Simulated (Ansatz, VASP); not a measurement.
**One calculation of Zn5BiO, two programs**

```
Zn Bi O
1.0
     3.28517    0.00000    0.00000
    -1.64259    2.84504    0.00000
     0.00000    0.00000   13.54492
Zn Bi O
5 1 1
Direct
  0.33333 0.66667 0.95032
  0.00000 0.00000 0.15237
  0.66667 0.33333 0.79766
  0.00000 0.00000 0.65645
  0.33333 0.66667 0.28100
  0.66667 0.33333 0.46420
  0.00000 0.00000 0.00999
```

Alike in both runs: task single point; functional PBE; k mesh 6 × 6 × 2; occupations gaussian, width 0.2 eV; no spin polarisation.

```csv
,VASP,Ansatz
version,VASP 6.6.1,Ansatz 0.2.0
potentials or method,"VASP PAW PBE potentials, release 64 (Zn, Bi_d, O), cutoff 520 eV","scalar-relativistic, plane waves, PAW"
valence electrons in the cell,81,81
```

|  | VASP | Ansatz | Ansatz less VASP |
| --- | --- | --- | --- |
| gap on the k mesh at the Fermi level (eV) | none | none | - |
| pressure (GPa) | 0.4 | 0.2 | -0.23 |
| traceless stress, the component that is largest in VASP (GPa) | -1.35 | -1.49 | -0.141 |
| rms of the force components (eV/Å) | 0.057 | 0.054 | -0.0024 |

Atom by atom the forces differ by 0.021 eV/Å (rms over components). A gap of «none» marks a metal or a gap that the smearing closes.

The k mesh is coarse, so the values compare programs but aren't converged. Spin-orbit coupling is off throughout.
